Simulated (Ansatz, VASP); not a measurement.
# Two plane-wave programs on Si5Sn

```xyz
6
Lattice="5.5796 0.0000 0.0000 -2.7898 4.8321 0.0000 0.0000 0.0000 7.3369" Properties=species:S:1:pos:R:3 pbc="T T T"
Si    2.7898    0.0000    3.6685
Si   -1.3949    2.4160    3.6685
Si    1.3949    2.4160    3.6685
Si    0.0000    0.0000    6.2634
Si    0.0000    0.0000    1.0736
Sn    0.0000    0.0000    3.6685
```

Alike in both runs: functional PBE; k mesh 6 × 6 × 2; occupations gaussian, width 0.1 eV; no spin polarisation.

Ansatz relaxed the structure, and its values are those at the end. VASP's run is a single point on that final structure, the one shown.

|  | VASP | Ansatz |
| --- | --- | --- |
| version | VASP 6.6.1 | Ansatz 0.2.0 |
| potentials or method | VASP PAW PBE potentials, release 64 (Si, Sn_d), cutoff 520 eV | scalar-relativistic, plane waves, PAW |
| valence electrons in the cell | 34 | 34 |

```tsv
	VASP	Ansatz	Ansatz less VASP
gap on the k mesh at the Fermi level (eV)	none	none	-
pressure (GPa)	-0.1	0.0	+0.03
rms of the force components (eV/Å)	0.003	0.004	+0.0014
```

A gap of «none» marks a metal or a gap that the smearing closes.

The k mesh is coarse, so the values compare programs but aren't converged.
